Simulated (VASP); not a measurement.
Here is a VASP 6.6.1 calculation.

File INCAR:

```
SYSTEM = ZnO
PREC = Accurate ; ENCUT = 600
EDIFF = 1E-6 ; ISMEAR = -1
SIGMA = 0.05 ; LREAL = .False.
LASPH = .True. ; NELM = 60
ALGO = Normal ; ISIF = 3
LWAVE = .False. ; LCHARG = .False.
GGA = PS ; IVDW = 13
IBRION = 2 ; NSW = 60
EDIFFG = -0.01
```

File KPOINTS:

```
regular mesh
0
Gamma
  9 9 5
  0 0 0
```

POSCAR

```
ZnO
1.0
    3.2493080000      0.0000000000      0.0000000000
   -1.6246540000      2.8139832727      0.0000000000
    0.0000000000      0.0000000000      5.2057090000
Zn O
2 2
Direct
    0.6666666667      0.3333333333      0.0000000000
    0.3333333333      0.6666666667      0.5000000000
    0.3333333333      0.6666666667      0.8790100000
    0.6666666667      0.3333333333      0.3790100000
```

Potentials or basis: VASP PAW PBE potentials, release 64 (Zn, O).

Run with:

```sh
$ cat potpaw_PBE.64/Zn/POTCAR potpaw_PBE.64/O/POTCAR > POTCAR
$ mpirun -np 1 vasp_std > vasp.out
```

(1) Predict the relaxed volume.

(2) What does it give for the band gap on the k mesh?

(3) Estimate the space group after relaxing (to 0.05 Å).

(4) What does it give for the relaxed cell?

## Answers

(1) 11.68 Å³/atom.

(2) 0.70 eV, direct.

(3) P6_3mc (No. 186).

(4) a = 3.222 Å, b = 3.222 Å, c = 5.194 Å, α = 90.00°, β = 90.00°, γ = 120.00°.

Caveat: the PAW data sets were made with another functional, which shifts forces and pressure a little.
